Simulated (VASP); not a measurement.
# Bi (Pm-3m) in VASP: further runs, part 2 of 2

VASP 6.6.1.

### 3 Single point, PBE

This run uses another cell than the first one, of 34.48 Å³/atom, 0.925 times its volume.

Input file INCAR:

```
SYSTEM = Bi
PREC = Accurate
ENCUT = 500
EDIFF = 1E-6
ISMEAR = -1
SIGMA = 0.06122561905347299
LREAL = .FALSE.
LASPH = .TRUE.
NELM = 120
ALGO = Normal
ISIF = 2
LWAVE = .FALSE.
LCHARG = .FALSE.
GGA = PE
NBANDS = 14
GGA_COMPAT = .FALSE.
```

Input file KPOINTS:

```
regular mesh
0
G
  17 17 17
  0 0 0
```

Input file POSCAR:

```
Bi
1.0
    3.2547724819      0.0000000000      0.0000000000
    0.0000000000      3.2547724819      0.0000000000
    0.0000000000      0.0000000000      3.2547724819
Bi
1
Direct
    0.0000000000      0.0000000000      0.0000000000
```

Potentials or basis: VASP PAW PBE potentials, release 64 (Bi_d).

Command:

```sh
$ cat potpaw_PBE.64/Bi_d/POTCAR > POTCAR
$ mpirun -np 1 vasp_std > vasp.out
```

OUTCAR:

```text
SYSTEM = Bi
   PREC = Accurate
   ENCUT = 500
   EDIFF = 1E-6
   ISMEAR = -1
   LREAL = .FALSE.
   LASPH = .TRUE.
   NELM = 120
   ISIF = 2
   GGA = PE

 ion  position               nearest neighbor table
   1  0.000  0.000  0.000-

  LATTYP: Found a simple cubic cell.
 ALAT       =     3.2547724819

  Lattice vectors:

 A1 = (   3.2547724819,   0.0000000000,   0.0000000000)
 A2 = (   0.0000000000,   3.2547724819,   0.0000000000)
 A3 = (   0.0000000000,   0.0000000000,   3.2547724819)

Analysis of symmetry for initial positions (statically):
=====================================================================
 Subroutine PRICEL returns:
 Original cell was already a primitive cell.

 Routine SETGRP: Setting up the symmetry group for a
 simple cubic supercell.

 Subroutine GETGRP returns: Found 48 space group operations
 (whereof 48 operations were pure point group operations)
 out of a pool of 48 trial point group operations.

The static configuration has the point symmetry O_h .

Analysis of symmetry for dynamics (positions and initial velocities):
=====================================================================
 Subroutine PRICEL returns:
 Original cell was already a primitive cell.

 Routine SETGRP: Setting up the symmetry group for a
 simple cubic supercell.

 Subroutine GETGRP returns: Found 48 space group operations
 (whereof 48 operations were pure point group operations)
 out of a pool of 48 trial point group operations.

The dynamic configuration has the point symmetry O_h .

 Subroutine INISYM returns: Found 48 space group operations
 (whereof 48 operations are pure point group operations),
 and found     1 'primitive' translations

----------------------------------------------------------------------------------------

                                     Primitive cell

  volume of cell :      34.4796

  direct lattice vectors                    reciprocal lattice vectors
[... 111 lines left out ...]
   LHFCALC =     F    Hartree Fock is set to
   AEXX    =    0.0000 exact exchange contribution
   IVDW    =     0    specifies the selected vdW correction
   LEPSILON=     F    determine dielectric tensor
   LRPA    =     F    only Hartree local field effects (RPA)
 non-spin polarized calculation
  energy-cutoff  :      500.00
  volume of cell :       34.48
 maximum number of plane-waves:       903
 NGX is ok and might be reduce to    24
   NGX = 11   NGY = 11   NGZ = 11

 number of electron      14.9999996 magnetization

 Free energy of the ion-electron system (eV)
  ---------------------------------------------------
  ext. energy  EPLUGINS =         0.00000000
  ---------------------------------------------------
  free energy    TOTEN  =        -3.84471499 eV

  energy without entropy =       -3.83714817  energy(sigma->0) =       -3.84093158

 E-fermi :   6.5440     XC(G=0):  -9.6652

 val. band max:        6.5371520242   @ k =   0.2353   0.2353   0.2353
 cond. band min:       6.5599525446   @ k =   0.4118   0.2941   0.2941
 fundamental gap:      0.0228005204
 Fermi energy:         6.5439736681

 k-point     1 :       0.0000    0.0000    0.0000
  band No.  band energies     occupation
      1     -16.4022      2.00000
      2     -16.4022      2.00000
      3     -16.0840      2.00000
      4     -16.0840      2.00000
      5     -16.0840      2.00000
      6      -6.5417      2.00000
      7       9.6894      0.00000
      8       9.6894      0.00000
      9       9.6894      0.00000
     10      12.8522      0.00000
     11      14.3617      0.00000
     12      14.3617      0.00000
     13      23.4536      0.00000
     14      23.4536      0.00000
[... 377 lines left out ...]
      1     -16.3638      2.00000
      2     -16.1793      2.00000
      3     -16.1642      2.00000
      4     -16.1242      2.00000
      5     -16.0879      2.00000
      6      -4.5301      2.00000
      7       1.8457      2.00000
      8       9.7313      0.00000
      9      11.7302      0.00000
     10      14.6021      0.00000
     11      16.4815      0.00000
     12      17.1455      0.00000
     13      18.7238      0.00000
     14      18.8348      0.00000

 [... further k-points ...]

------------------------ aborting loop because EDIFF is reached ----------------------------------------

  FORCE on cell =-STRESS in cart. coord.  units (eV):
  Direction    XX          YY          ZZ          XY          YZ          ZX
  --------------------------------------------------------------------------------------
  -------------------------------------------------------------------------------------
  Total        0.1947992      0.1947992      0.1947992      0.0000000      0.0000000      0.0000000
  in kB        9.0518168      9.0518168      9.0518168      0.0000000      0.0000000      0.0000000
  external PRESSURE =       9.0518168 kB  Pullay stress =       0.0000000 kB

 VOLUME and BASIS-vectors are now :
 -----------------------------------------------------------------------------
  energy-cutoff  :      500.00
  volume of cell :       34.48
      direct lattice vectors                 reciprocal lattice vectors
     3.254772482  0.000000000  0.000000000     0.307241138  0.000000000  0.000000000
     0.000000000  3.254772482  0.000000000     0.000000000  0.307241138  0.000000000
     0.000000000  0.000000000  3.254772482     0.000000000  0.000000000  0.307241138

 POSITION                                       TOTAL-FORCE (eV/Angst)
 -----------------------------------------------------------------------------------
      0.00000      0.00000      0.00000         0.000000      0.000000      0.000000
 -----------------------------------------------------------------------------------
    total drift:                                0.000000     -0.000000      0.000000

  FREE ENERGIE OF THE ION-ELECTRON SYSTEM (eV)
  ---------------------------------------------------
  free  energy   TOTEN  =        -3.8447149860 eV

  energy  without entropy=       -3.8371481738  energy(sigma->0) =       -3.84093158
```

stdout:

```text
POSCAR found type information on POSCAR Bi
 POSCAR found :  1 types and       1 ions
 scaLAPACK will be used
 LDA part: xc-table for (Slater+PW92), standard interpolation
 POSCAR, INCAR and KPOINTS ok, starting setup
 FFT: planning ... GRIDC
 FFT: planning ... GRID_SOFT
 FFT: planning ... GRID
 WAVECAR not read
 entering main loop
```

Run time: 26 s. Hardware: 1 thread of Intel Xeon Platinum 8375C at 2.90GHz (Ice Lake), shared host; peak memory 0.18 GiB.

Results:

```
Free energy : -3.8447 eV
Pressure    : 0.9 GPa
```

Caveat: spin-orbit coupling is left out, which moves the levels of the heavy elements.

### 4 Single point, PBE

Input file INCAR:

```
PREC     = Accurate       # precision mode
ENCUT    = 500            # plane-wave cutoff, eV
EDIFF    = 1E-6           # SCF threshold, eV
ISMEAR   = -1             # smearing method
SIGMA    = 0.06122561905347299 # smearing width, eV
LREAL    = False          # projectors in reciprocal space
LASPH    = True           # aspherical terms in the spheres
NELM     = 120            # most SCF steps
ALGO     = Normal         # electronic algorithm
ISIF     = 2              # what is computed and relaxed
LWAVE    = False          # write WAVECAR
LCHARG   = False          # write CHGCAR
GGA      = PE             # functional
NBANDS   = 14             # bands
GGA_COMPAT= False
```

Input file KPOINTS:

```
regular mesh
0
Gamma
  17 17 17
```

Input file POSCAR:

```
Bi
1.0
    3.3410314622      0.0000000000      0.0000000000
    0.0000000000      3.3410314622      0.0000000000
    0.0000000000      0.0000000000      3.3410314622
Bi
1
Direct
    0.0000000000      0.0000000000      0.0000000000
```

Command:

```sh
$ cat potpaw_PBE.64/Bi_d/POTCAR > POTCAR
$ mpirun -np 1 vasp_std > vasp.out
```

It took 24 s on 1 thread of Intel Xeon Platinum 8375C at 2.90GHz (Ice Lake), shared host; peak memory 0.19 GiB.

It converged, with:

| Quantity | Value |
| --- | --- |
| Free energy | -3.8303 eV |
| Pressure | -2.4 GPa |

Levels at points of the mesh, in eV from the Fermi level:
| k point | band 5 | band 6 | band 7 | band 8 | band 9 | band 10 |
| --- | --- | --- | --- | --- | --- | --- |
| (0.00, 0.00, 0.00) | -22.60 | -12.60 | 2.95 | 2.95 | 2.95 | 5.91 |

Caveat: spin-orbit coupling is left out, which moves the levels of the heavy elements.

### 5 Overview

| cell | k mesh | gap on the mesh (eV) | pressure (GPa) |
| --- | --- | --- | --- |
| a = 3.341 Å, 1 atom | 11 × 11 × 11 | none | -2.3 |
| a = 3.255 Å, 1 atom | 17 × 17 × 17 | none | 0.9 |
| a = 3.341 Å, 1 atom | 17 × 17 × 17 | none | -2.4 |

Alike in all rows: task single point; level PBE; potentials or basis VASP PAW PBE potentials, release 64 (Bi_d); no spin polarisation; cutoff (eV) 500; smearing fermi-dirac 0.0612256 eV.

Caveats: spin-orbit coupling is left out, which moves the levels of the heavy elements.

Absolute energies hang on the potentials; compare differences alone.
